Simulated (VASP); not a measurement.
# NbH2 in VASP: further runs

Runs on NbH2. Level: LDA. Tasks: single point.

All numbers are computed with VASP 6.6.1; they aren't measurements. Logs are shortened: lines on timing, memory, paths and dates and some standing lists are left out, and cuts for length are marked.

## (1) The cell of the first run

Symmetry: Fm-3m, No. 225, cubic system. Conventional cell: a = 4.470 Å, b = 4.470 Å, c = 4.470 Å, α = 90.00°, β = 90.00°, γ = 90.00°. Within 2.6 Å of Nb (site symmetry m-3m) lie 8 H at 1.94 Å. H (site symmetry -43m) has 4 Nb at 1.94 Å and 6 H at 2.23 Å within 2.6 Å.

## (2) Single point, LDA (volume scaled by 0.94)

The input, INCAR:

```
SYSTEM = NbH2
PREC     = Accurate       ! precision mode
ENCUT    = 520            ! plane-wave cutoff, eV
EDIFF    = 1E-6           ! SCF threshold, eV
ISMEAR   = -1             ! smearing method
SIGMA    = 0.03           ! smearing width, eV
LREAL    = .FALSE.        ! projectors in reciprocal space
LASPH    = .TRUE.         ! aspherical terms in the spheres
NELM     = 100            ! most SCF steps
ALGO     = Normal         ! electronic algorithm
ISIF     = 2              ! what is computed and relaxed
LWAVE    = .FALSE.        ! write WAVECAR
LCHARG   = .FALSE.        ! write CHGCAR
NBANDS   = 14             ! bands
```

The input, KPOINTS:

```
regular mesh
0
G
  15 15 15
  0 0 0
```

The input, POSCAR:

```
NbH2
1.0
    0.0000000000      2.2349257070      2.2349257070
    2.2349257070      0.0000000000      2.2349257070
    2.2349257070      2.2349257070      0.0000000000
Nb H
1 2
Direct
    0.0000000000      0.0000000000      0.0000000000
    0.2500000000      0.2500000000      0.2500000000
    0.7500000000      0.7500000000      0.7500000000
```

Potentials or basis: VASP PAW LDA potentials, release 64 (Nb_sv, H).

The run is started by

```bash
cat potpaw_LDA.64/Nb_sv/POTCAR potpaw_LDA.64/H/POTCAR > POTCAR
mpirun -np 1 vasp_std > vasp.out
```

OUTCAR:

```text
SYSTEM = NbH2
   PREC = Accurate
   ENCUT = 520
   EDIFF = 1E-6
   ISMEAR = -1
   LREAL = .FALSE.
   LASPH = .TRUE.
   NELM = 100
   ISIF = 2

 ion  position               nearest neighbor table
   1  0.000  0.000  0.000-   3 1.94   3 1.94   3 1.94   2 1.94   2 1.94   2 1.94   3 1.94   2 1.94

   2  0.250  0.250  0.250-   1 1.94   1 1.94   1 1.94   1 1.94
   3  0.750  0.750  0.750-   1 1.94   1 1.94   1 1.94   1 1.94

  LATTYP: Found a face centered cubic cell.
 ALAT       =     4.4698514140

  Lattice vectors:

 A1 = (   0.0000000000,   2.2349257070,   2.2349257070)
 A2 = (   2.2349257070,   0.0000000000,   2.2349257070)
 A3 = (   2.2349257070,   2.2349257070,   0.0000000000)

Analysis of symmetry for initial positions (statically):
=====================================================================
 Subroutine PRICEL returns:
 Original cell was already a primitive cell.

 Routine SETGRP: Setting up the symmetry group for a
 face centered cubic supercell.

 Subroutine GETGRP returns: Found 48 space group operations
 (whereof 48 operations were pure point group operations)
 out of a pool of 48 trial point group operations.

The static configuration has the point symmetry O_h .

Analysis of symmetry for dynamics (positions and initial velocities):
=====================================================================
 Subroutine PRICEL returns:
 Original cell was already a primitive cell.

 Routine SETGRP: Setting up the symmetry group for a
 face centered cubic supercell.

 Subroutine GETGRP returns: Found 48 space group operations
 (whereof 48 operations were pure point group operations)
 out of a pool of 48 trial point group operations.

The dynamic configuration has the point symmetry O_h .

 Subroutine INISYM returns: Found 48 space group operations
 (whereof 48 operations are pure point group operations),
 and found     1 'primitive' translations

----------------------------------------------------------------------------------------

                                     Primitive cell

  volume of cell :      22.3264

  direct lattice vectors                    reciprocal lattice vectors
     0.000000000  2.234925707  2.234925707    -0.223721083  0.223721083  0.223721083
     2.234925707  0.000000000  2.234925707     0.223721083 -0.223721083  0.223721083
     2.234925707  2.234925707  0.000000000     0.223721083  0.223721083 -0.223721083

  length of vectors
     3.160662246  3.160662246  3.160662246     0.387496283  0.387496283  0.387496283

  position of ions in fractional coordinates (direct lattice)
[... 93 lines left out ...]
   NUPDOWN=      -1.0000    fix difference up-down
   EMIN   =  10.00;   EMAX   =-10.00  energy-range for DOS
   EFERMI =   0.00;   METHOD = LEGACY
   ISMEAR =    -1;   SIGMA  =   0.03  broadening in eV -4-tet -1-fermi 0-gaus
   EFERMI_NEDOS =   21; number of points for ismear=-14 and -15
   IALGO  =     38    algorithm
   IMIX   =      4    mixing-type and parameters
     AMIX     =   0.40;   BMIX     =  1.00
     AMIX_MAG =   1.60;   BMIX_MAG =  1.00
  volume/ion in A,a.u.               =       7.44        50.22
  Fermi-wavevector in a.u.,A,eV,Ry     =   1.433834  2.709553 27.971939  2.055879
  Thomas-Fermi vector in A             =   2.553309
   LORBIT       =      0    0 simple, 1 ext, 2 COOP (PROOUT), +10 PAW based schemes
   GGA     = CA    functional components
   LHFCALC =     F    Hartree Fock is set to
   AEXX    =    0.0000 exact exchange contribution
   IVDW    =     0    specifies the selected vdW correction
   LEPSILON=     F    determine dielectric tensor
   LRPA    =     F    only Hartree local field effects (RPA)
 non-spin polarized calculation
  energy-cutoff  :      520.00
  volume of cell :       22.33
 maximum number of plane-waves:       612
   NGX = 11   NGY = 11   NGZ = 11

 number of electron      14.9999998 magnetization

 Free energy of the ion-electron system (eV)
  ---------------------------------------------------
  ext. energy  EPLUGINS =         0.00000000
  ---------------------------------------------------
  free energy    TOTEN  =       -19.28087347 eV

  energy without entropy =      -19.27779569  energy(sigma->0) =      -19.27933458

 E-fermi :  10.5658     XC(G=0): -12.5443

 val. band max:       10.5617504634   @ k =  -0.4667   0.2667   0.1333
 cond. band min:      10.5664895175   @ k =  -0.4000   0.2667   0.0667
 fundamental gap:      0.0047390541
 Fermi energy:        10.5658321373

 k-point     1 :       0.0000    0.0000    0.0000
  band No.  band energies     occupation
      1     -44.4547      2.00000
      2     -20.3339      2.00000
      3     -20.3339      2.00000
      4     -20.3339      2.00000
      5      -0.3865      2.00000
      6       9.0916      2.00000
      7       9.0916      2.00000
      8       9.0916      2.00000
      9       9.4734      2.00000
     10      11.9324      0.00000
     11      11.9324      0.00000
     12      23.3620      0.00000
     13      24.1803      0.00000
     14      24.1803      0.00000
[... 377 lines left out ...]
      1     -44.4142      2.00000
      2     -20.5902      2.00000
      3     -20.4060      2.00000
      4     -20.4009      2.00000
      5       0.7386      2.00000
      6       5.6067      2.00000
      7       9.7135      2.00000
      8       9.7673      2.00000
      9      10.6991      0.02326
     10      12.2826      0.00000
     11      14.1900      0.00000
     12      20.5637      0.00000
     13      24.7406      0.00000
     14      24.8538      0.00000

 [... further k-points ...]

------------------------ aborting loop because EDIFF is reached ----------------------------------------

  FORCE on cell =-STRESS in cart. coord.  units (eV):
  Direction    XX          YY          ZZ          XY          YZ          ZX
  --------------------------------------------------------------------------------------
  -------------------------------------------------------------------------------------
  Total        0.4682138      0.4682138      0.4682138      0.0000000      0.0000000     -0.0000000
  in kB       33.5997088     33.5997088     33.5997088      0.0000000      0.0000000     -0.0000000
  external PRESSURE =      33.5997088 kB  Pullay stress =       0.0000000 kB

 VOLUME and BASIS-vectors are now :
 -----------------------------------------------------------------------------
  energy-cutoff  :      520.00
  volume of cell :       22.33
      direct lattice vectors                 reciprocal lattice vectors
     0.000000000  2.234925707  2.234925707    -0.223721083  0.223721083  0.223721083
     2.234925707  0.000000000  2.234925707     0.223721083 -0.223721083  0.223721083
     2.234925707  2.234925707  0.000000000     0.223721083  0.223721083 -0.223721083

 POSITION                                       TOTAL-FORCE (eV/Angst)
 -----------------------------------------------------------------------------------
      0.00000      0.00000      0.00000        -0.000000     -0.000000     -0.000000
      1.11746      1.11746      1.11746        -0.000000     -0.000000     -0.000000
      3.35239      3.35239      3.35239         0.000000      0.000000      0.000000
 -----------------------------------------------------------------------------------
    total drift:                               -0.000000      0.000000      0.000000

  FREE ENERGIE OF THE ION-ELECTRON SYSTEM (eV)
  ---------------------------------------------------
  free  energy   TOTEN  =       -19.2808734738 eV

  energy  without entropy=      -19.2777956918  energy(sigma->0) =      -19.27933458
```

stdout:

```text
POSCAR found type information on POSCAR NbH
 POSCAR found :  2 types and       3 ions
 scaLAPACK will be used
 LDA part: xc-table for (Slater(with rela. corr.)+CA(PZ))
 , standard interpolation
 POSCAR, INCAR and KPOINTS ok, starting setup
 FFT: planning ... GRIDC
 FFT: planning ... GRID_SOFT
 FFT: planning ... GRID
 WAVECAR not read
 entering main loop
```

Wall time 15 s (1 thread of Intel Xeon Platinum 8488C (Sapphire Rapids), shared host); peak memory 0.15 GiB.

What came out:

| Quantity | Value |
| --- | --- |
| Free energy | -19.2809 eV |
| Pressure | 3.4 GPa |

Levels at points of the mesh, in eV from the Fermi level:
| k point | band 4 | band 5 | band 6 | band 7 | band 8 | band 9 | band 10 | band 11 | band 12 | band 13 |
| --- | --- | --- | --- | --- | --- | --- | --- | --- | --- | --- |
| (0.00, 0.00, 0.00) | -30.90 | -10.95 | -1.47 | -1.47 | -1.47 | -1.09 | 1.37 | 1.37 | 12.80 | 13.61 |

## (3) Single point, LDA (volume scaled by 0.98)

The input, INCAR:

```
SYSTEM = NbH2
PREC = Accurate ; ENCUT = 520
EDIFF = 1E-7 ; ISMEAR = -1
SIGMA = 0.03 ; LREAL = .False.
LASPH = .True. ; NELM = 100
ALGO = Normal ; ISIF = 2
LWAVE = .False. ; LCHARG = .False.
GGA = CA ; NBANDS = 14
```

The input, KPOINTS:

```
regular mesh
0
Gamma
  15 15 15
  0 0 0
```

The input, POSCAR:

```
NbH2
1.0
    0.0000000000      2.2661874581      2.2661874581
    2.2661874581      0.0000000000      2.2661874581
    2.2661874581      2.2661874581      0.0000000000
Nb H
1 2
Direct
    0.0000000000      0.0000000000      0.0000000000
    0.2500000000      0.2500000000      0.2500000000
    0.7500000000      0.7500000000      0.7500000000
```

Potentials or basis: VASP PAW LDA potentials, release 64 (Nb_sv, H).

The run is started by

```bash
cat potpaw_LDA.64/Nb_sv/POTCAR potpaw_LDA.64/H/POTCAR > POTCAR
mpirun -np 1 vasp_std > vasp.out
```

It took 16 s on 1 thread of Intel Xeon Platinum 8488C (Sapphire Rapids), shared host; peak memory 0.15 GiB.

It converged, with:

```yaml
Free_energy: -19.2771 eV
Pressure: -4.8 GPa
```

Levels at points of the mesh, in eV from the Fermi level:
```csv
k point,band 6,band 7,band 8,band 9,band 10,band 11
"(0.00, 0.00, 0.00)",-1.40,-1.40,-1.40,-1.03,1.29,1.29
```

## (4) Single point, LDA (volume scaled by 1.01)

The input, INCAR:

```
SYSTEM = NbH2
PREC = Accurate ; ENCUT = 520
EDIFF = 1E-7 ; ISMEAR = -1
SIGMA = 0.03 ; LREAL = .FALSE.
LASPH = .TRUE. ; NELM = 80
ALGO = Normal ; ISIF = 2
LWAVE = .FALSE. ; LCHARG = .TRUE.
GGA = CA ; LELF = .TRUE.
LVHAR = .TRUE. ; NBANDS = 14
```

The input, KPOINTS:

```
Automatic mesh
0
G
  15 15 15
  0 0 0
```

The input, POSCAR:

```
NbH2
1.0
    0.0000000000      2.2890797899      2.2890797899
    2.2890797899      0.0000000000      2.2890797899
    2.2890797899      2.2890797899      0.0000000000
Nb H
1 2
Direct
    0.0000000000      0.0000000000      0.0000000000
    0.2500000000      0.2500000000      0.2500000000
    0.7500000000      0.7500000000      0.7500000000
```

The run is started by

```bash
cat potpaw_LDA.64/Nb_sv/POTCAR potpaw_LDA.64/H/POTCAR > POTCAR
mpirun -np 1 vasp_std > vasp.out
```

Wall time 16 s (1 thread of Intel Xeon Platinum 8488C (Sapphire Rapids), shared host); peak memory 0.15 GiB.

The run converged. Its results:

| Item | Value |
| --- | --- |
| Free energy | -19.2450 eV |
| Pressure | -9.9 GPa |

Levels at points of the mesh, in eV from the Fermi level:
```csv
k point,band 4,band 5,band 6,band 7,band 8,band 9,band 10,band 11,band 12,band 13
"(0.00, 0.00, 0.00)",-31.04,-10.56,-1.36,-1.36,-1.36,-0.98,1.23,1.23,12.36,13.31
```

## (5) Single point, LDA (volume scaled by 1.04)

The input, INCAR:

```
SYSTEM = NbH2
ALGO = Normal
EDIFF = 1E-7
ENCUT = 520
GGA = CA
ISIF = 2
ISMEAR = -1
LASPH = .True.
LCHARG = .False.
LREAL = .False.
LWAVE = .False.
NBANDS = 14
NELM = 80
PREC = Accurate
SIGMA = 0.03
```

The input, KPOINTS:

```
k-points
0
Gamma
  15 15 15
  0 0 0
```

The input, POSCAR:

```
NbH2
1.0
    0.0000000000      2.3115231798      2.3115231798
    2.3115231798      0.0000000000      2.3115231798
    2.3115231798      2.3115231798      0.0000000000
Nb H
1 2
Direct
    0.0000000000      0.0000000000      0.0000000000
    0.2500000000      0.2500000000      0.2500000000
    0.7500000000      0.7500000000      0.7500000000
```

The run is started by

```bash
cat potpaw_LDA.64/Nb_sv/POTCAR potpaw_LDA.64/H/POTCAR > POTCAR
mpirun -np 1 vasp_std > vasp.out
```

It took 16 s on 1 thread of Intel Xeon Platinum 8488C (Sapphire Rapids), shared host; peak memory 0.15 GiB.

It converged, with:

* Free energy: -19.1919 eV
* Pressure: -14.3 GPa

Levels at points of the mesh, in eV from the Fermi level:
| k point | band 6 | band 7 | band 8 | band 9 | band 10 | band 11 |
| --- | --- | --- | --- | --- | --- | --- |
| (0.00, 0.00, 0.00) | -1.31 | -1.31 | -1.31 | -0.94 | 1.18 | 1.18 |

## (6) Single point, LDA (equal xx and yy strain of -2 %)

The input, INCAR:

```
SYSTEM = NbH2
ALGO = Normal
EDIFF = 1E-6
ENCUT = 500
GGA_COMPAT = .FALSE.
ISIF = 2
ISMEAR = -1
LASPH = .TRUE.
LCHARG = .FALSE.
LREAL = .FALSE.
LWAVE = .FALSE.
NBANDS = 14
NELM = 120
PREC = Accurate
SIGMA = 0.03
```

The input, KPOINTS:

```
k-points
0
G
  15 15 15
  0 0 0
```

The input, POSCAR:

```
NbH2
1.0
    0.0000000000      2.2358700000      2.2815000000
    2.2358700000      0.0000000000      2.2815000000
    2.2358700000      2.2358700000      0.0000000000
Nb H
1 2
Direct
    0.0000000000      0.0000000000      0.0000000000
    0.2500000000      0.2500000000      0.2500000000
    0.7500000000      0.7500000000      0.7500000000
```

Potentials or basis: VASP PAW LDA potentials, release 64 (Nb_sv, H).

The run is started by

```bash
cat potpaw_LDA.64/Nb_sv/POTCAR potpaw_LDA.64/H/POTCAR > POTCAR
mpirun -np 1 vasp_std > vasp.out
```

It took 25 s on 1 thread of Intel Xeon 6975P-C (Granite Rapids), shared host; peak memory 0.2 GiB.

The run converged. Its results:

```
Free energy : -19.2817 eV
Pressure    : -1.1 GPa
```

Stress tensor (GPa, compression positive):
```
-0.18  0.00  0.00
 0.00 -0.18  0.00
 0.00  0.00 -3.07
```

Levels at points of the mesh, in eV from the Fermi level:
| k point | band 3 | band 4 | band 5 | band 6 | band 7 | band 8 | band 9 | band 10 | band 11 | band 12 |
| --- | --- | --- | --- | --- | --- | --- | --- | --- | --- | --- |
| (0.00, 0.00, 0.00) | -30.94 | -30.94 | -10.84 | -1.54 | -1.39 | -1.39 | -1.06 | 1.18 | 1.45 | 12.67 |

Caveat: the cell differs from its parent crystal (equal xx and yy strain of -2 %).

## (7) The runs side by side

| cell | cutoff (eV) | gap on the mesh (eV) | pressure (GPa) |
| --- | --- | --- | --- |
| a = 3.161 Å, angles 60.0°, 3 atoms | 520 | none | 3.4 |
| a = 3.205 Å, angles 60.0°, 3 atoms | 520 | none | -4.8 |
| a = 3.237 Å, angles 60.0°, 3 atoms | 520 | none | -9.9 |
| a = 3.269 Å, angles 60.0°, 3 atoms | 520 | none | -14.3 |
| a = 3.194, b = 3.194, c = 3.162 Å, angles 60.3, 60.3, 59.3°, 3 atoms | 500 | none | -1.1 |

Alike in all rows: task single point; level LDA; potentials or basis VASP PAW LDA potentials, release 64 (Nb_sv, H); no spin polarisation; k mesh 15 × 15 × 15; smearing fermi-dirac 0.03 eV.

Absolute energies hang on the potentials; compare differences alone.
